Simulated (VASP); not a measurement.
# F (Cmce) in VASP: single point with PBE

Aim: the single point of F with PBE.

Everything below comes from runs of VASP 6.6.1. Logs are shortened: lines on timing, memory, paths and dates and some standing lists are left out, and cuts for length are marked.

**1. The cell of the first run**

It takes space group Cmce (No. 64, orthorhombic). The conventional cell has a = 6.341 Å, b = 3.777 Å, c = 6.806 Å, α = 90.00°, β = 90.00°, γ = 90.00°. Within 1.9 Å of F (site symmetry m) lie 1 F at 1.42 Å.

**2. Single point, PBE**

The input, INCAR:

```
PREC = Accurate
ENCUT = 1350
EDIFF = 1E-6
ISMEAR = 0
SIGMA = 0.02
LREAL = F
LASPH = T
NELM = 120
ALGO = Normal
ISIF = 2
LWAVE = F
LCHARG = T
GGA = PE
LELF = T
LVHAR = T
NBANDS = 22
GGA_COMPAT = F
```

The input, KPOINTS:

```
regular mesh
0
Gamma
  8 8 4
```

The input, POSCAR:

```
F
1.0
    3.1705173465     -1.8885337590      0.0000000000
    3.1705173465      1.8885337590      0.0000000000
    0.0000000000      0.0000000000      6.8064356986
F
4
Direct
    0.9139933440      0.0860066560      0.0925004340
    0.5860066560      0.4139933440      0.5925004340
    0.4139933440      0.5860066560      0.4074995660
    0.0860066560      0.9139933440      0.9074995660
```

Potentials or basis: VASP PAW PBE potentials, release 64 (F_h).

Command:

```console
$ cat potpaw_PBE.64/F_h/POTCAR > POTCAR
$ mpirun -np 1 vasp_std > vasp.out
```

OUTCAR:

```text
PREC = Accurate
   ENCUT = 1350
   EDIFF = 1E-6
   ISMEAR = 0
   LREAL = F
   LASPH = T
   NELM = 120
   ISIF = 2
   GGA = PE

 ion  position               nearest neighbor table
   1  0.914  0.086  0.093-   4 1.42
   2  0.586  0.414  0.593-   3 1.42
   3  0.414  0.586  0.407-   2 1.42
   4  0.086  0.914  0.907-   1 1.42

  LATTYP: Found a base centered orthorhombic cell.
 ALAT       =     3.7770675180
 B/A-ratio  =     1.6788248192
 C/A-ratio  =     1.8020423692

  Lattice vectors:

 A1 = (  -3.1705173465,  -1.8885337590,   0.0000000000)
 A2 = (   3.1705173465,  -1.8885337590,   0.0000000000)
 A3 = (   0.0000000000,   0.0000000000,   6.8064356986)

Analysis of symmetry for initial positions (statically):
=====================================================================
 Subroutine PRICEL returns:
 Original cell was already a primitive cell.

 Routine SETGRP: Setting up the symmetry group for a
 base centered orthorhombic supercell.

 Subroutine GETGRP returns: Found  8 space group operations
 (whereof  4 operations were pure point group operations)
 out of a pool of  8 trial point group operations.

The static configuration has the point symmetry C_2h.
 The point group associated with its full space group is D_2h.

Analysis of symmetry for dynamics (positions and initial velocities):
=====================================================================
 Subroutine PRICEL returns:
 Original cell was already a primitive cell.

 Routine SETGRP: Setting up the symmetry group for a
 base centered orthorhombic supercell.

 Subroutine GETGRP returns: Found  8 space group operations
 (whereof  4 operations were pure point group operations)
 out of a pool of  8 trial point group operations.

The dynamic configuration has the point symmetry C_2h.
 The point group associated with its full space group is D_2h.

 Subroutine INISYM returns: Found  8 space group operations
 (whereof  4 operations are pure point group operations),
 and found     1 'primitive' translations

----------------------------------------------------------------------------------------

                                     Primitive cell

  volume of cell :      81.5088

  direct lattice vectors                    reciprocal lattice vectors
[... 89 lines left out ...]
   ENCUT  = 1350.0 eV  99.22 Ry    9.96 a.u.  11.06 11.06 20.39*2*pi/ulx,y,z
   NELM   =    120;   NELMIN=  2; NELMDL= -5     # of ELM steps
   EDIFF  = 0.1E-05   stopping-criterion for ELM
   LREAL  =      F    real-space projection
   EDIFFG = 0.1E-04   stopping-criterion for IOM
   NSW    =      0    number of steps for IOM
   IBRION =     -1    ionic relax: 0-MD 1-quasi-New 2-CG
   NFREE  =      0    steps in history (QN), initial steepest desc. (CG)
   ISIF   =      2    stress and relaxation
   ISYM   =      2    0-nonsym 1-usesym 2-fastsym
   POTIM  = 0.5000    time-step for ionic-motion
   TEBEG  =    0.0;   TEEND  =   0.0 temperature during run
   PSTRESS=    0.0 pullay stress
   NELECT =      28.0000    total number of electrons
   NUPDOWN=      -1.0000    fix difference up-down
   EMIN   =  10.00;   EMAX   =-10.00  energy-range for DOS
   EFERMI =   0.00;   METHOD = LEGACY
   ISMEAR =     0;   SIGMA  =   0.02  broadening in eV -4-tet -1-fermi 0-gaus
   EFERMI_NEDOS =   21; number of points for ismear=-14 and -15
   IALGO  =     38    algorithm
   IMIX   =      4    mixing-type and parameters
     AMIX     =   0.40;   BMIX     =  1.00
     AMIX_MAG =   1.60;   BMIX_MAG =  1.00
  volume/ion in A,a.u.               =      20.38       137.51
  Fermi-wavevector in a.u.,A,eV,Ry     =   1.146549  2.166664 17.885874  1.314575
  Thomas-Fermi vector in A             =   2.283233
   LORBIT       =      0    0 simple, 1 ext, 2 COOP (PROOUT), +10 PAW based schemes
   GGA     = PE    functional components
   LHFCALC =     F    Hartree Fock is set to
   AEXX    =    0.0000 exact exchange contribution
   IVDW    =     0    specifies the selected vdW correction
   LEPSILON=     F    determine dielectric tensor
   LRPA    =     F    only Hartree local field effects (RPA)
 non-spin polarized calculation
 Gauss-broadening in eV      SIGMA  =   0.02
  energy-cutoff  :     1350.00
  volume of cell :       81.51
 maximum number of plane-waves:      9219
 NGX is ok and might be reduce to    48
   NGX = 23   NGY = 23   NGZ = 41

 number of electron      27.9999998 magnetization

 Free energy of the ion-electron system (eV)
  ---------------------------------------------------
  ext. energy  EPLUGINS =         0.00000000
  ---------------------------------------------------
  free energy    TOTEN  =        -7.47380437 eV

  energy without entropy =       -7.47380437  energy(sigma->0) =       -7.47380437

 E-fermi :  -5.6472     XC(G=0):  -6.6281

 val. band max:       -5.7775245068   @ k =   0.0000   0.0000   0.0000
 cond. band min:      -2.6127722753   @ k =   0.0000   0.0000   0.0000
 fundamental gap:      3.1647522315
 Fermi energy:        -5.6472401208

 k-point     1 :       0.0000    0.0000    0.0000
  band No.  band energies     occupation
      1     -30.4395      2.00000
      2     -30.3621      2.00000
      3     -24.2834      2.00000
      4     -24.0730      2.00000
      5     -12.0641      2.00000
      6     -11.6077      2.00000
[... 589 lines left out ...]
     21      10.8785      0.00000
     22      11.8243      0.00000

 [... further k-points ...]

------------------------ aborting loop because EDIFF is reached ----------------------------------------

  FORCE on cell =-STRESS in cart. coord.  units (eV):
  Direction    XX          YY          ZZ          XY          YZ          ZX
  --------------------------------------------------------------------------------------
  -------------------------------------------------------------------------------------
  Total       -0.2773210     -0.2463611     -0.1893090      0.0000000     -0.0000000      0.0000000
  in kB       -5.4511580     -4.8425937     -3.7211512      0.0000000     -0.0000000      0.0000000
  external PRESSURE =      -4.6716343 kB  Pullay stress =       0.0000000 kB

 VOLUME and BASIS-vectors are now :
 -----------------------------------------------------------------------------
  energy-cutoff  :     1350.00
  volume of cell :       81.51
      direct lattice vectors                 reciprocal lattice vectors
     3.170517347 -1.888533759  0.000000000     0.157702969 -0.264755659  0.000000000
     3.170517347  1.888533759  0.000000000     0.157702969  0.264755659  0.000000000
     0.000000000  0.000000000  6.806435699     0.000000000  0.000000000  0.146919775

 POSITION                                       TOTAL-FORCE (eV/Angst)
 -----------------------------------------------------------------------------------
      3.17052     -1.56368      0.62960         0.000000      0.002152      0.002567
      3.17052     -0.32485      4.03282         0.000000     -0.002152      0.002567
      3.17052      0.32485      2.77362         0.000000      0.002152     -0.002567
      3.17052      1.56368      6.17684         0.000000     -0.002152     -0.002567
 -----------------------------------------------------------------------------------
    total drift:                                0.000000     -0.000000     -0.000000

  FREE ENERGIE OF THE ION-ELECTRON SYSTEM (eV)
  ---------------------------------------------------
  free  energy   TOTEN  =        -7.4738043733 eV

  energy  without entropy=       -7.4738043733  energy(sigma->0) =       -7.47380437
```

stdout:

```text
POSCAR found type information on POSCAR F
 POSCAR found :  1 types and       4 ions
 scaLAPACK will be used
 LDA part: xc-table for (Slater+PW92), standard interpolation
 POSCAR, INCAR and KPOINTS ok, starting setup
 FFT: planning ... GRIDC
 FFT: planning ... GRID_SOFT
 FFT: planning ... GRID
 WAVECAR not read
 entering main loop
```

Wall time 3.9 min (1 thread of AMD EPYC 9R45 (Zen 5), shared host); peak memory 0.63 GiB.

What came out:

- Free energy: -7.4738 eV
- Pressure: -0.5 GPa
- Largest force: 0.003 eV/Å
- Band gap on the k mesh: 3.16 eV

Forces in eV/Å, atoms in the order of the input:
```
F    0.000  0.002  0.003
F    0.000 -0.002  0.003
F    0.000  0.002 -0.003
F    0.000 -0.002 -0.003
```

Stress tensor (GPa, compression positive):
```
-0.55  0.00  0.00
 0.00 -0.48  0.00
 0.00  0.00 -0.37
```

Caveat: this functional lacks dispersion, which holds the molecules together, so the pressure and a relaxed volume are unreliable.
